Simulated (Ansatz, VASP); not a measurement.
**Two plane-wave programs on Pt**

Contents of POSCAR:

```
Pt
1.0
   -1.6317466000      1.6317466000      1.5366934000
    1.6317466000     -1.6317466000      1.5366934000
    1.6317466000      1.6317466000     -1.5366934000
Pt
1
Direct
    0.0000000000      0.0000000000      0.0000000000
```

File INCAR.step1:

```
ALGO = Normal ; EDIFF = 1E-4
ENCUT = 520 ; GGA = PE
ISMEAR = 0 ; LASPH = True
LCHARG = False ; LREAL = False
LWAVE = True ; NBANDS = 11
NELM = 100 ; PREC = Accurate
SIGMA = 0.15
```

INCAR.step2

```
ALGO = Normal ; EDIFF = 1E-6
ENCUT = 520 ; ISIF = 2
ISMEAR = 0 ; ISTART = 1
LASPH = True ; LCHARG = True
LELF = True ; LMIXTAU = True
LREAL = False ; LVHAR = True
LWAVE = False ; METAGGA = R2SCAN
NBANDS = 11 ; NELM = 100
PREC = Accurate ; SIGMA = 0.15
```

File KPOINTS:

```
k-points
0
Gamma
  22 22 22
```

Input for Ansatz:

```yaml
crystal:
  lattice:
    - [-1.6317466, 1.6317466, 1.5366934]
    - [1.6317466, -1.6317466, 1.5366934]
    - [1.6317466, 1.6317466, -1.5366934]
  atoms:
    - { symbol: Pt, position: [0.0, 0.0, 0.0] }
basis:
  ecutwfc: 500
kpoints:
  mp_grid: { grid: [22, 22, 22] }
hamiltonian:
  xc: r2scan
scf:
  occupations: { method: gaussian, width: 0.15 }
output:
  forces: true
  stress: true
  eigenvalues: true
```

Change from the starting cell: strain +0.030 along x and y, -0.030 along z, atoms carried along.

Alike in both runs: task single point; functional r2SCAN; k mesh 22 × 22 × 22; occupations gaussian, width 0.15 eV; no spin polarisation.

```csv
,VASP,Ansatz
version,VASP 6.6.1,Ansatz 0.2.0
potentials or method,"VASP PAW PBE potentials, release 64 (Pt), cutoff 520 eV","scalar-relativistic, plane waves, PAW"
valence electrons in the cell,10,18
```

VASP gave:

```
gap on the k mesh at the Fermi level (eV)                     : none
pressure (GPa)                                                : -12.2
traceless stress, the component that is largest in VASP (GPa) : -3.47
```

Question: What did Ansatz give for the same quantities?

Answer: gap on the k mesh at the Fermi level (eV): none; pressure (GPa): -12.6; traceless stress, the component that is largest in VASP (GPa): -3.44.

VASP's potentials were made for PBE, not for r2SCAN. A gap of «none» marks a metal or a gap that the smearing closes. With one functional, cell and mesh, what is left measures potentials, basis and numerics. VASP's potentials hold 10 valence electrons a cell and Ansatz's 18, so a difference there can come from the potentials and not from the codes.

Neither program's run includes spin-orbit coupling.
